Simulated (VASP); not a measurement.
# Ge16H (a cell with a defect) in VASP: single point with PBE+D3(BJ)

Aim: the single point of Ge16H (a cell with a defect) with PBE+D3(BJ).

Program: VASP 6.6.1. These are calculated values, not measurements. Logs are shortened: lines on timing, memory, paths and dates and some standing lists are left out, and cuts for length are marked.

## (1) The cell of the first run

The cell holds a defect, 17 atoms: a = 8.004 Å, b = 8.004 Å, c = 8.004 Å, α = 60.00°, β = 60.00°, γ = 60.00°.

## (2) Single point, PBE+D3(BJ)

INCAR

```
PREC     = Accurate       # precision mode
ENCUT    = 520            # plane-wave cutoff, eV
EDIFF    = 1E-7           # SCF threshold, eV
ISMEAR   = -1             # smearing method
SIGMA    = 0.05           # smearing width, eV
LREAL    = Auto         
LASPH    = T              # aspherical terms in the spheres
NELM     = 100            # most SCF steps
ALGO     = Normal         # electronic algorithm
ISIF     = 2              # what is computed and relaxed
LWAVE    = F              # write WAVECAR
LCHARG   = F              # write CHGCAR
GGA      = PE             # functional
IVDW     = 12             # dispersion correction
NBANDS   = 126            # bands
```

KPOINTS

```
Automatic mesh
0
Gamma
  2 2 2
```

POSCAR

```
Ge16H
1.0
    0.0000000000      5.6600000000      5.6600000000
    5.6600000000      0.0000000000      5.6600000000
    5.6600000000      5.6600000000      0.0000000000
Ge H
16 1
Direct
    0.0189863602     -0.0544982556      0.0179817852
    0.1149457838      0.1248634317      0.1138827124
   -0.0022724160      0.0216126430      0.4905378129
    0.1150061166      0.1247671685      0.6467294771
   -0.0098303307      0.5044544430     -0.0102461011
    0.1626173521      0.5105739154      0.1635062122
   -0.0097056054      0.5042735376      0.5158600342
    0.1186420787      0.6464340879      0.6175403075
    0.4916341779      0.0209161666     -0.0031294321
    0.6475163555      0.1240754987      0.1144290864
    0.4916654002      0.0208059444      0.4910285793
    0.6206280891      0.1401096090      0.6198133194
    0.5153356395      0.5032745103     -0.0091499802
    0.6178826474      0.6457671586      0.1181169833
    0.4954450705      0.5151804278      0.4948712557
    0.6180257430      0.6456660336      0.6185373221
    0.2447353375      0.2611469795      0.2470731257
```

Potentials or basis: VASP PAW PBE potentials, release 64 (Ge_d, H).

On the command line:

```sh
$ cat potpaw_PBE.64/Ge_d/POTCAR potpaw_PBE.64/H/POTCAR > POTCAR
$ mpirun -np 1 vasp_std > vasp.out
```

OUTCAR:

```text
PREC = Accurate
   ENCUT = 520
   EDIFF = 1E-7
   ISMEAR = -1
   LREAL = Auto
   LASPH = T
   NELM = 100
   ISIF = 2
   GGA = PE
   IVDW = 12
 IVDW          = 12

 ion  position               nearest neighbor table
   1  0.019  0.946  0.018-   2 2.46   4 2.46  10 2.46   6 2.84
   2  0.115  0.125  0.114-   1 2.46   9 2.47   3 2.47   5 2.48
   3  0.998  0.022  0.491-   8 2.45  12 2.47   4 2.47   2 2.47
   4  0.115  0.125  0.647-   1 2.46  11 2.47   3 2.47   7 2.48
   5  0.990  0.504  0.990-   6 2.43   8 2.44  14 2.44   2 2.48
   6  0.163  0.511  0.164-  17 1.63   7 2.43   5 2.43  13 2.43   1 2.84
   7  0.990  0.504  0.516-   6 2.43   8 2.44  16 2.44   4 2.48
   8  0.119  0.646  0.618-   7 2.44   5 2.44   3 2.45  15 2.46
   9  0.492  0.021  0.997-  14 2.45  12 2.46  10 2.47   2 2.47
  10  0.648  0.124  0.114-   1 2.46  11 2.47   9 2.47  13 2.48
  11  0.492  0.021  0.491-  16 2.45  12 2.46  10 2.47   4 2.47
  12  0.621  0.140  0.620-  15 2.45  11 2.46   9 2.46   3 2.47
  13  0.515  0.503  0.991-   6 2.43  16 2.44  14 2.44  10 2.48
  14  0.618  0.646  0.118-   5 2.44  13 2.44   9 2.45  15 2.46
  15  0.495  0.515  0.495-  12 2.45  16 2.46  14 2.46   8 2.46
  16  0.618  0.646  0.619-   7 2.44  13 2.44  11 2.45  15 2.46
  17  0.245  0.261  0.247-   6 1.63

  LATTYP: Found a face centered cubic cell.
 ALAT       =    11.3200000000

  Lattice vectors:

 A1 = (   0.0000000000,   5.6600000000,   5.6600000000)
 A2 = (   5.6600000000,   0.0000000000,   5.6600000000)
 A3 = (   5.6600000000,   5.6600000000,   0.0000000000)

Analysis of symmetry for initial positions (statically):
=====================================================================
 Subroutine PRICEL returns:
 Original cell was already a primitive cell.

 Routine SETGRP: Setting up the symmetry group for a
 face centered cubic supercell.

 Subroutine GETGRP returns: Found  1 space group operations
 (whereof  1 operations were pure point group operations)
 out of a pool of 48 trial point group operations.

The static configuration has the point symmetry C_1 .

Analysis of symmetry for dynamics (positions and initial velocities):
=====================================================================
 Subroutine PRICEL returns:
 Original cell was already a primitive cell.

 Routine SETGRP: Setting up the symmetry group for a
 face centered cubic supercell.

 Subroutine GETGRP returns: Found  1 space group operations
 (whereof  1 operations were pure point group operations)
 out of a pool of 48 trial point group operations.

The dynamic configuration has the point symmetry C_1 .

[... 118 lines left out ...]
   ISYM   =      2    0-nonsym 1-usesym 2-fastsym
   POTIM  = 0.5000    time-step for ionic-motion
   TEBEG  =    0.0;   TEEND  =   0.0 temperature during run
   PSTRESS=    0.0 pullay stress
   NELECT =     225.0000    total number of electrons
   NUPDOWN=      -1.0000    fix difference up-down
   EMIN   =  10.00;   EMAX   =-10.00  energy-range for DOS
   EFERMI =   0.00;   METHOD = LEGACY
   ISMEAR =    -1;   SIGMA  =   0.05  broadening in eV -4-tet -1-fermi 0-gaus
   EFERMI_NEDOS =   21; number of points for ismear=-14 and -15
   IALGO  =     38    algorithm
   IMIX   =      4    mixing-type and parameters
     AMIX     =   0.40;   BMIX     =  1.00
     AMIX_MAG =   1.60;   BMIX_MAG =  1.00
  volume/ion in A,a.u.               =      21.33       143.96
  Fermi-wavevector in a.u.,A,eV,Ry     =   1.396291  2.638607 26.526303  1.949628
  Thomas-Fermi vector in A             =   2.519659
   LORBIT       =      0    0 simple, 1 ext, 2 COOP (PROOUT), +10 PAW based schemes
   GGA     = PE    functional components
   LHFCALC =     F    Hartree Fock is set to
   AEXX    =    0.0000 exact exchange contribution
   IVDW    =    12    specifies the selected vdW correction
   LEPSILON=     F    determine dielectric tensor
   LRPA    =     F    only Hartree local field effects (RPA)
 non-spin polarized calculation
  energy-cutoff  :      520.00
  volume of cell :      362.64
 maximum number of plane-waves:      9841
 NGX is ok and might be reduce to    60
   NGX = 29   NGY = 29   NGZ = 29

 number of electron     224.9999991 magnetization

 Free energy of the ion-electron system (eV)
  ---------------------------------------------------
  ext. energy  EPLUGINS =         0.00000000
  ---------------------------------------------------
  free energy    TOTEN  =       -72.14900771 eV

  energy without entropy =      -72.11179527  energy(sigma->0) =      -72.13040149

 E-fermi :   4.7779     XC(G=0):  -9.9740

 val. band max:        4.7511165387   @ k =   0.5000   0.0000   0.0000
 cond. band min:       4.8942980659   @ k =   0.0000   0.0000   0.0000
 fundamental gap:      0.1431815272
 Fermi energy:         4.7778708973

 k-point     1 :       0.0000    0.0000    0.0000
  band No.  band energies     occupation
      1     -19.9137      2.00000
      2     -19.9135      2.00000
      3     -19.9026      2.00000
      4     -19.8932      2.00000
      5     -19.8818      2.00000
      6     -19.8812      2.00000
[... 1005 lines left out ...]
    123       9.1325      0.00000
    124       9.1912      0.00000
 [bands above 124 left out]

------------------------ aborting loop because EDIFF is reached ----------------------------------------

 Edisp (eV)   -4.87433

 E8    (eV) :    -2.1662

  FORCE on cell =-STRESS in cart. coord.  units (eV):
  Direction    XX          YY          ZZ          XY          YZ          ZX
  --------------------------------------------------------------------------------------
  -------------------------------------------------------------------------------------
  Total       3.90833     3.90345     3.93215     0.04519     0.00850    -0.00290
  in kB      17.26721    17.24568    17.37246     0.19965     0.03757    -0.01283
  external pressure =       17.30 kB  Pullay stress =        0.00 kB

 VOLUME and BASIS-vectors are now :
 -----------------------------------------------------------------------------
  energy-cutoff  :      520.00
  volume of cell :      362.64
      direct lattice vectors                 reciprocal lattice vectors
     0.000000000  5.660000000  5.660000000    -0.088339223  0.088339223  0.088339223
     5.660000000  0.000000000  5.660000000     0.088339223 -0.088339223  0.088339223
     5.660000000  5.660000000  0.000000000     0.088339223  0.088339223 -0.088339223

 POSITION                                       TOTAL-FORCE (eV/Angst)
 -----------------------------------------------------------------------------------
      5.45332      0.20924      5.45900        -0.019791      0.019099     -0.025071
      1.35130      1.29517      1.35732         0.044194      0.014432      0.040328
      2.89877      8.42358      5.76947         0.007020     -0.010126     -0.027919
      4.36667      4.31142      1.35712        -0.014945     -0.042632      0.037983
      8.45722     11.20637      8.45957        -0.010309      0.023255     -0.009809
      3.81529      1.84586      3.81026         0.005828     -0.007014      0.013785
[... 9 lines left out ...]
      7.15539      6.99895      7.15250        -0.011655     -0.015199     -0.008961
      2.87653      2.78364      2.86329        -0.015717      0.017237     -0.001005
 -----------------------------------------------------------------------------------
    total drift:                               -0.000375      0.000971      0.000300

  FREE ENERGIE OF THE ION-ELECTRON SYSTEM (eV)
  ---------------------------------------------------
  free  energy   TOTEN  =       -77.0233404286 eV

  energy  without entropy=      -76.9861279842  energy(sigma->0) =      -77.00473421
```

Run time: 25 min. Hardware: 1 thread of Oxide Virtual Turin-like, shared host; peak memory 0.57 GiB.

What came out:

- Free energy: -77.0233 eV
- Pressure: 1.7 GPa
- Largest force: 0.062 eV/Å
- Dispersion energy per atom: -0.287 eV

Forces on the atoms (eV/Å):
```
Ge  -0.020  0.019 -0.025
Ge   0.044  0.014  0.040
Ge   0.007 -0.010 -0.028
Ge  -0.015 -0.043  0.038
Ge  -0.010  0.023 -0.010
Ge   0.006 -0.007  0.014
Ge  -0.021  0.009 -0.007
Ge  -0.010  0.013  0.013
Ge  -0.021 -0.015  0.005
Ge   0.036 -0.037 -0.020
Ge   0.014  0.020  0.007
Ge   0.001  0.000  0.004
Ge   0.000  0.001 -0.008
Ge   0.014  0.013 -0.008
Ge   0.002 -0.004 -0.004
Ge  -0.012 -0.015 -0.009
H   -0.016  0.017 -0.001
```

Levels at points of the mesh, in eV from the Fermi level:
```
           k point  band 109  band 110  band 111  band 112  band 113  band 114  band 115  band 116  band 117  band 118
(0.00, 0.00, 0.00)     -1.04     -0.83      0.12      0.12      0.26      0.39      0.40      0.40      0.49      0.76
(0.50, 0.00, 0.00)     -1.45     -0.76     -0.66     -0.58     -0.03      0.89      1.02      1.48      1.61      1.67
(0.00, 0.50, 0.00)     -0.90     -0.74     -0.74     -0.52     -0.52      0.90      1.06      1.47      1.48      1.48
(0.00, 0.00, 0.50)     -1.43     -0.76     -0.66     -0.58     -0.03      0.89      1.02      1.47      1.61      1.67
(0.50, 0.50, 0.50)     -1.43     -0.76     -0.66     -0.58     -0.03      0.89      1.02      1.47      1.61      1.67
(0.50, 0.50, 0.00)     -1.39     -1.30     -1.20     -1.11     -0.17      1.24      1.61      2.03      2.11      2.15
(0.00, 0.50, 0.50)     -1.39     -1.30     -1.20     -1.11     -0.18      1.24      1.61      2.03      2.11      2.15
(0.50, 0.00, 0.50)     -1.39     -1.30     -1.20     -1.12     -0.19      1.24      1.61      2.03      2.11      2.15
```

Caveat: the k points lie up to 0.48 Å⁻¹ apart.
